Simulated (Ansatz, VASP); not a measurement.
**Two plane-wave programs on Ir**

File INCAR:

```
PREC = Accurate ; ENCUT = 600
EDIFF = 1E-7 ; ISMEAR = -1
SIGMA = 0.1 ; LREAL = False
LASPH = True ; NELM = 60
ALGO = Normal ; ISIF = 3
LWAVE = False ; LCHARG = False
GGA = PS ; IBRION = 2
NSW = 80 ; EDIFFG = -0.01
```

Contents of KPOINTS:

```
regular mesh
0
Gamma
  14 14 14
```

The input POSCAR:

```
Ir
1.0
    0.0000000000      1.9197000000      1.9197000000
    1.9197000000      0.0000000000      1.9197000000
    1.9197000000      1.9197000000      0.0000000000
Ir
1
Direct
    0.0000000000      0.0000000000      0.0000000000
```

Input for Ansatz:

```yaml
crystal:
  lattice:
    - [0.0, 1.9197, 1.9197]
    - [1.9197, 0.0, 1.9197]
    - [1.9197, 1.9197, 0.0]
  atoms:
    - { symbol: Ir, position: [0.0, 0.0, 0.0] }
hamiltonian:
  xc: pbesol
  pseudopotentials:
    kind: paw
    azcp:
      Ir: "pseudopotentials/Ir.paw.azcp"
basis:
  ecutwfc: 420
  fft_grid_basis: typed
kpoints:
  mp_grid: { grid: [14, 14, 14], shift: [0, 0, 0] }
magnetization:
  spin_polarized: false
scf:
  occupations: { method: fermi_dirac, width: 0.1 }
relax:
  max_steps: 60
  f_tol: 0.01
  cell: {}
```

Alike in both runs: task relaxation of cell and atoms; functional PBEsol; k mesh 14 × 14 × 14; occupations fermi-dirac, width 0.1 eV; no spin polarisation.

|  | VASP | Ansatz |
| --- | --- | --- |
| version | VASP 6.6.1 | Ansatz 0.2.0 |
| potentials or method | VASP PAW PBE potentials, release 64 (Ir), cutoff 600 eV | plane waves (420 eV) with PAW, scalar-relativistic |
| valence electrons in the cell | 9 | 17 |

|  | VASP | Ansatz | Ansatz less VASP |
| --- | --- | --- | --- |
| relaxed volume (Å³/atom) | 14.10 | 14.06 | -0.038 |
| relaxed cell length with the largest relative difference (Å) | 2.712 | 2.709 | -0.0025 |

VASP's potentials were made for PBE, not for PBEsol, and Ansatz warns of the same on its side. VASP's potentials hold 9 valence electrons a cell and Ansatz's 17, so a difference there can come from the potentials and not from the codes.

Neither program's run includes spin-orbit coupling.
